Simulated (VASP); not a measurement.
# PbS (I4/mmm) in VASP: further runs

Runs on PbS. Level: PBE. Tasks: single point.

All numbers are computed with VASP 6.6.1; they aren't measurements. Logs are shortened: lines on timing, memory, paths and dates and some standing lists are left out, and cuts for length are marked.

### 1 The cell of the first run

Symmetry: I4/mmm, No. 139, tetragonal system. Conventional cell: a = 4.319 Å, b = 4.319 Å, c = 5.930 Å, α = 90.00°, β = 90.00°, γ = 90.00°. Pb (site symmetry 4/mmm) has 6 S at 2.96 to 3.05 Å within 3.9 Å. S (site symmetry 4/mmm) has 6 Pb at 2.96 to 3.05 Å within 3.9 Å.

### 2 Single point, PBE (strain +0.0300 x Voigt [1, 1, 0, 0, 0, 0])

Contents of INCAR:

```
  ALGO = Normal
  EDIFF = 1E-6
  ENCUT = 520
  GGA = PE
  ISIF = 2
  ISMEAR = 0
  LASPH = T
  LCHARG = F
  LREAL = F
  LWAVE = F
  NBANDS = 17
  NELM = 60
  PREC = Accurate
  SIGMA = 0.03
```

Contents of KPOINTS:

```
k-points
0
Gamma
  10 10 10
```

Contents of POSCAR:

```
PbS
1.0
    0.0000000000      3.0539500000      2.9650000000
    3.0539500000      0.0000000000      2.9650000000
    3.0539500000      3.0539500000      0.0000000000
Pb S
1 1
Direct
    0.0000000000      0.0000000000      0.0000000000
    0.5000000000      0.5000000000      0.5000000000
```

Potentials or basis: VASP PAW PBE potentials, release 64 (Pb_d, S).

Run with:

```bash
$ cat potpaw_PBE.64/Pb_d/POTCAR potpaw_PBE.64/S/POTCAR > POTCAR
$ mpirun -np 1 vasp_std > vasp.out
```

OUTCAR:

```text
EDIFF = 1E-6
   ENCUT = 520
   GGA = PE
   ISIF = 2
   ISMEAR = 0
   LASPH = T
   LREAL = F
   NELM = 60
   PREC = Accurate

 ion  position               nearest neighbor table
   1  0.000  0.000  0.000-   2 2.96   2 2.96   2 3.05   2 3.05   2 3.05   2 3.05
   2  0.500  0.500  0.500-   1 2.96   1 2.96   1 3.05   1 3.05   1 3.05   1 3.05

  LATTYP: Found a body centered tetragonal cell.
 ALAT       =     4.3189375088
 C/A-ratio  =     1.3730228761

  Lattice vectors:

 A1 = (   0.0000000000,  -3.0539500000,  -2.9650000000)
 A2 = (   0.0000000000,   3.0539500000,  -2.9650000000)
 A3 = (   3.0539500000,   0.0000000000,   2.9650000000)

Analysis of symmetry for initial positions (statically):
=====================================================================
 Subroutine PRICEL returns:
 Original cell was already a primitive cell.

 Routine SETGRP: Setting up the symmetry group for a
 body centered tetragonal supercell.

 Subroutine GETGRP returns: Found 16 space group operations
 (whereof 16 operations were pure point group operations)
 out of a pool of 16 trial point group operations.

The static configuration has the point symmetry D_4h.

Analysis of symmetry for dynamics (positions and initial velocities):
=====================================================================
 Subroutine PRICEL returns:
 Original cell was already a primitive cell.

 Routine SETGRP: Setting up the symmetry group for a
 body centered tetragonal supercell.

 Subroutine GETGRP returns: Found 16 space group operations
 (whereof 16 operations were pure point group operations)
 out of a pool of 16 trial point group operations.

The dynamic configuration has the point symmetry D_4h.

 Subroutine INISYM returns: Found 16 space group operations
 (whereof 16 operations are pure point group operations),
 and found     1 'primitive' translations

----------------------------------------------------------------------------------------

                                     Primitive cell

  volume of cell :      55.3068

  direct lattice vectors                    reciprocal lattice vectors
     0.000000000  3.053950000  2.965000000    -0.163722392  0.163722392  0.168634064
     3.053950000  0.000000000  2.965000000     0.163722392 -0.163722392  0.168634064
     3.053950000  3.053950000  0.000000000     0.163722392  0.163722392 -0.168634064

  length of vectors
     4.256505093  4.256505093  4.318937509     0.286439332  0.286439332  0.286439332

  position of ions in fractional coordinates (direct lattice)
     0.000000000  0.000000000  0.000000000
[... 79 lines left out ...]
   LREAL  =      F    real-space projection
   EDIFFG = 0.1E-04   stopping-criterion for IOM
   NSW    =      0    number of steps for IOM
   IBRION =     -1    ionic relax: 0-MD 1-quasi-New 2-CG
   NFREE  =      0    steps in history (QN), initial steepest desc. (CG)
   ISIF   =      2    stress and relaxation
   ISYM   =      2    0-nonsym 1-usesym 2-fastsym
   POTIM  = 0.5000    time-step for ionic-motion
   TEBEG  =    0.0;   TEEND  =   0.0 temperature during run
   PSTRESS=    0.0 pullay stress
   NELECT =      20.0000    total number of electrons
   NUPDOWN=      -1.0000    fix difference up-down
   EMIN   =  10.00;   EMAX   =-10.00  energy-range for DOS
   EFERMI =   0.00;   METHOD = LEGACY
   ISMEAR =     0;   SIGMA  =   0.03  broadening in eV -4-tet -1-fermi 0-gaus
   EFERMI_NEDOS =   21; number of points for ismear=-14 and -15
   IALGO  =     38    algorithm
   IMIX   =      4    mixing-type and parameters
     AMIX     =   0.40;   BMIX     =  1.00
     AMIX_MAG =   1.60;   BMIX_MAG =  1.00
  volume/ion in A,a.u.               =      27.65       186.61
  Fermi-wavevector in a.u.,A,eV,Ry     =   1.166340  2.204064 18.508684  1.360350
  Thomas-Fermi vector in A             =   2.302855
   LORBIT       =      0    0 simple, 1 ext, 2 COOP (PROOUT), +10 PAW based schemes
   GGA     = PE    functional components
   LHFCALC =     F    Hartree Fock is set to
   AEXX    =    0.0000 exact exchange contribution
   IVDW    =     0    specifies the selected vdW correction
   LEPSILON=     F    determine dielectric tensor
   LRPA    =     F    only Hartree local field effects (RPA)
 non-spin polarized calculation
 Gauss-broadening in eV      SIGMA  =   0.03
  energy-cutoff  :      520.00
  volume of cell :       55.31
 maximum number of plane-waves:      1504
   NGX = 15   NGY = 15   NGZ = 17

 number of electron      20.0000006 magnetization

 Free energy of the ion-electron system (eV)
  ---------------------------------------------------
  ext. energy  EPLUGINS =         0.00000000
  ---------------------------------------------------
  free energy    TOTEN  =        -8.75593390 eV

  energy without entropy =       -8.75593390  energy(sigma->0) =       -8.75593390

 E-fermi :   5.2244     XC(G=0):  -9.4091

 val. band max:        5.0391360216   @ k =   0.5000  -0.0000   0.0000
 cond. band min:       5.5783866372   @ k =   0.5000  -0.0000   0.0000
 fundamental gap:      0.5392506156
 Fermi energy:         5.2243670455

 k-point     1 :       0.0000    0.0000    0.0000
  band No.  band energies     occupation
      1     -11.6710      2.00000
      2     -11.6604      2.00000
      3     -11.6604      2.00000
      4     -11.6576      2.00000
      5     -11.6367      2.00000
      6      -8.0154      2.00000
[... 457 lines left out ...]
      4     -11.6218      2.00000
      5     -11.6189      2.00000
      6      -6.8570      2.00000
[... 9 lines left out ...]
     16      15.8037      0.00000
     17      16.7175      0.00000

 [... further k-points ...]

------------------------ aborting loop because EDIFF is reached ----------------------------------------

  FORCE on cell =-STRESS in cart. coord.  units (eV):
  Direction    XX          YY          ZZ          XY          YZ          ZX
  --------------------------------------------------------------------------------------
  -------------------------------------------------------------------------------------
  Total       -0.6758014     -0.6758014      0.3854145      0.0000000      0.0000000      0.0000000
  in kB      -19.5772249    -19.5772249     11.1650356      0.0000000      0.0000000      0.0000000
  external PRESSURE =      -9.3298047 kB  Pullay stress =       0.0000000 kB

 VOLUME and BASIS-vectors are now :
 -----------------------------------------------------------------------------
  energy-cutoff  :      520.00
  volume of cell :       55.31
      direct lattice vectors                 reciprocal lattice vectors
     0.000000000  3.053950000  2.965000000    -0.163722392  0.163722392  0.168634064
     3.053950000  0.000000000  2.965000000     0.163722392 -0.163722392  0.168634064
     3.053950000  3.053950000  0.000000000     0.163722392  0.163722392 -0.168634064

 POSITION                                       TOTAL-FORCE (eV/Angst)
 -----------------------------------------------------------------------------------
      0.00000      0.00000      0.00000        -0.000000      0.000000      0.000000
      3.05395      3.05395      2.96500         0.000000     -0.000000      0.000000
 -----------------------------------------------------------------------------------
    total drift:                                0.000000     -0.000000     -0.000000

  FREE ENERGIE OF THE ION-ELECTRON SYSTEM (eV)
  ---------------------------------------------------
  free  energy   TOTEN  =        -8.7559338975 eV

  energy  without entropy=       -8.7559338975  energy(sigma->0) =       -8.75593390
```

stdout:

```text
POSCAR found type information on POSCAR PbS
 POSCAR found :  2 types and       2 ions
 scaLAPACK will be used
 LDA part: xc-table for (Slater+PW92), standard interpolation
 POSCAR, INCAR and KPOINTS ok, starting setup
 FFT: planning ... GRIDC
 FFT: planning ... GRID_SOFT
 FFT: planning ... GRID
 WAVECAR not read
 entering main loop
```

It took 35 s on 1 thread of Intel Xeon Platinum 8559C (Emerald Rapids), shared host; peak memory 0.23 GiB.

Results:

```
Free energy            : -8.7559 eV
Pressure               : -0.9 GPa
Band gap on the k mesh : 0.54 eV
```

Stress tensor (GPa, compression positive):
```
-1.96  0.00  0.00
 0.00 -1.96  0.00
 0.00  0.00  1.12
```

Caveat: the cell differs from its parent crystal (strain +0.0300 x Voigt [1, 1, 0, 0, 0, 0]); spin-orbit coupling is left out, which moves the levels of the heavy elements. A k mesh can miss the band edges.

### 3 Single point, PBE (strain +0.0350 x Voigt [1, 1, 0, 0, 0, 0])

Contents of INCAR:

```
PREC = Accurate
ENCUT = 520
EDIFF = 1E-6
ISMEAR = 0
SIGMA = 0.03
LREAL = False
LASPH = True
NELM = 80
ALGO = Normal
ISIF = 2
LWAVE = False
LCHARG = True
GGA = PE
LELF = True
LVHAR = True
NBANDS = 17
```

Contents of KPOINTS:

```
regular mesh
0
Gamma
  10 10 10
```

Contents of POSCAR:

```
PbS
1.0
    0.0000000000      3.0687750000      2.9650000000
    3.0687750000      0.0000000000      2.9650000000
    3.0687750000      3.0687750000      0.0000000000
Pb S
1 1
Direct
    0.0000000000      0.0000000000      0.0000000000
    0.5000000000      0.5000000000      0.5000000000
```

Potentials or basis: VASP PAW PBE potentials, release 64 (Pb_d, S).

Run with:

```bash
$ cat potpaw_PBE.64/Pb_d/POTCAR potpaw_PBE.64/S/POTCAR > POTCAR
$ mpirun -np 1 vasp_std > vasp.out
```

It took 36 s on 1 thread of Intel Xeon Platinum 8559C (Emerald Rapids), shared host; peak memory 0.24 GiB.

The run converged. Its results:

```yaml
Free_energy: -8.7487 eV
Pressure: -1.4 GPa
Band_gap_on_the_k_mesh: 0.56 eV
```

Stress tensor (GPa, compression positive):
```
-2.50  0.00  0.00
 0.00 -2.50  0.00
 0.00  0.00  0.94
```

Levels at points of the mesh, in eV from the valence-band top:
```csv
k point,band 6,band 7,band 8,band 9,band 10,band 11,band 12,band 13,band 14,band 15
"(0.00, 0.00, 0.00)",-12.97,-6.11,-1.99,-1.72,-1.72,4.81,4.81,5.56,6.87,6.87
"(0.50, 0.00, 0.00)",-11.89,-8.44,-1.49,-1.44,0.00,0.56,2.04,2.25,8.61,10.13
"(0.50, 0.50, 0.00)",-11.46,-7.16,-4.64,-3.01,-3.01,4.10,5.34,5.34,5.65,11.13
"(0.50, 0.00, 0.50)",-11.62,-7.02,-4.57,-3.12,-2.78,4.24,5.18,5.26,5.89,10.99
```

Caveat: the cell differs from its parent crystal (strain +0.0350 x Voigt [1, 1, 0, 0, 0, 0]); spin-orbit coupling is left out, which moves the levels of the heavy elements. A k mesh can miss the band edges.

(Continued in part 2 of 2.)
